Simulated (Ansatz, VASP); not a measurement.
One calculation of Zr2Br3Cl, two programs

INCAR

```
PREC     = Accurate       # precision mode
ENCUT    = 520            # plane-wave cutoff, eV
EDIFF    = 1E-6           # SCF threshold, eV
ISMEAR   = 0              # smearing method
SIGMA    = 0.1            # smearing width, eV
LREAL    = False          # projectors in reciprocal space
LASPH    = True           # aspherical terms in the spheres
NELM     = 150            # most SCF steps
ALGO     = Normal         # electronic algorithm
ISIF     = 2              # what is computed and relaxed
LWAVE    = False          # write WAVECAR
LCHARG   = False          # write CHGCAR
ISPIN    = 2              # spin polarisation
MAGMOM   = 1 1 0 0 0 0    # initial moments
LORBIT   = 11             # projections on sites
LMAXMIX  = 4              # l up to which the mixer works
GGA      = PE             # functional
NBANDS   = 39             # bands
```

File KPOINTS:

```
Automatic mesh
0
Gamma
  3 3 4
```

The input POSCAR:

```
Zr2Br3Cl
1.0
    6.8079504800      0.0000000000      0.0000000000
   -3.4039752400      5.8958580600      0.0000000000
    0.0000000000      0.0000000000      3.8999050900
Zr Br Cl
2 3 1
Direct
    0.3333333300      0.6666666700      0.0000000000
    0.6666666700      0.3333333300      0.0000000000
    0.5000000000      0.0000000000      0.5000000000
    0.5000000000      0.5000000000      0.5000000000
    0.0000000000      0.5000000000      0.5000000000
    0.0000000000      0.0000000000      0.0000000000
```

Input for Ansatz:

```yaml
crystal:
  lattice:
    - [6.80795048, 0.0, 0.0]
    - [-3.40397524, 5.89585806, 0.0]
    - [0.0, 0.0, 3.89990509]
  atoms:
    - { symbol: Zr, position: [0.33333333, 0.66666667, 0.0], spin: 1.0 }
    - { symbol: Zr, position: [0.66666667, 0.33333333, 0.0], spin: 1.0 }
    - { symbol: Br, position: [0.5, 0.0, 0.5] }
    - { symbol: Br, position: [0.5, 0.5, 0.5] }
    - { symbol: Br, position: [0.0, 0.5, 0.5] }
    - { symbol: Cl, position: [0.0, 0.0, 0.0] }
basis:
  ecutwfc: 420
kpoints:
  mp_grid: { grid: [3, 3, 4] }
hamiltonian:
  xc: pbe
scf:
  occupations: { method: gaussian, width: 0.1 }
  lower_state_search: "off"
output:
  forces: true
  stress: true
  eigenvalues: true
  populations: true
magnetization:
  spin_polarized: true
```

Change from the starting cell: species swapped into the NdB2Rh3 type (P6/mmm, No. 191).

Alike in both runs: task single point; functional PBE; k mesh 3 × 3 × 4; occupations gaussian, width 0.1 eV; collinear spin.

|  | VASP | Ansatz |
| --- | --- | --- |
| version | VASP 6.6.1 | Ansatz 0.2.0 |
| potentials or method | VASP PAW PBE potentials, release 64 (Zr_sv, Br, Cl), cutoff 520 eV | scalar-relativistic, plane waves, PAW |
| valence electrons in the cell | 52 | 52 |

```tsv
	VASP	Ansatz	Ansatz less VASP
gap on the k mesh at the Fermi level (eV)	none	none	-
pressure (GPa)	0.3	0.2	-0.02
traceless stress, the component that is largest in VASP (GPa)	2.68	2.66	-0.023
net moment per atom (μB)	0.16	0.16	0.000
size of the moment on the site where the two differ most (μB)	0.32	0.28	-0.036
```

Site moments also hang on the region over which each program counts them. A gap of «none» marks a metal or a gap that the smearing closes. The functional is the same, so the differences come from potentials, cutoffs and numerics.

The k mesh is coarse, so the values compare programs but aren't converged.
